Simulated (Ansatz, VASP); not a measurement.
# One calculation of Ge2SbO3, two programs

The input INCAR:

```
ALGO = Normal
EDIFF = 1E-6
ENCUT = 520
GGA = PE
ISIF = 2
ISMEAR = 0
LASPH = True
LCHARG = False
LREAL = False
LWAVE = False
NBANDS = 34
NELM = 80
PREC = Accurate
SIGMA = 0.1
```

File KPOINTS:

```
k-points
0
Gamma
  6 6 4
```

File POSCAR:

```
Ge2SbO3
1.0
    4.4106474600      0.0000000000      0.0000000000
   -2.2053237300      3.8197327500      0.0000000000
    0.0000000000      0.0000000000      6.3223885600
Ge Sb O
2 1 3
Direct
    0.0000000000      0.0000000000      0.6515746800
    0.0000000000      0.0000000000      0.3484253200
    0.0000000000      0.0000000000      0.0000000000
    0.5000000000      0.0000000000      0.0000000000
    0.0000000000      0.5000000000      0.0000000000
    0.5000000000      0.5000000000      0.0000000000
```

Input for Ansatz:

```yaml
crystal:
  lattice:
    - [4.41064746, 0.0, 0.0]
    - [-2.20532373, 3.81973275, 0.0]
    - [0.0, 0.0, 6.32238856]
  atoms:
    - { symbol: Ge, position: [0.0, 0.0, 0.65157468] }
    - { symbol: Ge, position: [0.0, 0.0, 0.34842532] }
    - { symbol: Sb, position: [0.0, 0.0, 0.0] }
    - { symbol: O, position: [0.5, 0.0, 0.0] }
    - { symbol: O, position: [0.0, 0.5, 0.0] }
    - { symbol: O, position: [0.5, 0.5, 0.0] }
basis:
  ecutwfc: 420
kpoints:
  mp_grid: { grid: [6, 6, 4] }
hamiltonian:
  xc: pbe
scf:
  occupations: { method: gaussian, width: 0.1 }
  lower_state_search: "off"
output:
  forces: true
  stress: true
  eigenvalues: true
```

Alike in both runs: task single point; functional PBE; k mesh 6 × 6 × 4; occupations gaussian, width 0.1 eV; no spin polarisation.

|  | VASP | Ansatz |
| --- | --- | --- |
| version | VASP 6.6.1 | Ansatz 0.2.0 |
| potentials or method | VASP PAW PBE potentials, release 64 (Ge_d, Sb, O), cutoff 520 eV | scalar-relativistic, plane waves, PAW |
| valence electrons in the cell | 51 | 61 |

VASP gave:

| Item | Value |
| --- | --- |
| gap on the k mesh at the Fermi level (eV) | none |
| pressure (GPa) | 22.1 |
| traceless stress, the component that is largest in VASP (GPa) | 45.72 |
| rms of the force components (eV/Å) | 0.445 |

Task: What did Ansatz give for the same quantities?

Result: gap on the k mesh at the Fermi level (eV): none; pressure (GPa): 22.1; traceless stress, the component that is largest in VASP (GPa): 44.84; rms of the force components (eV/Å): 0.301.

Atom by atom the forces differ by 0.145 eV/Å (rms over components). A gap of «none» marks a metal or a gap that the smearing closes. VASP's potentials hold 51 valence electrons a cell and Ansatz's 61, so a difference there can come from the potentials and not from the codes.

Neither program's run includes spin-orbit coupling.
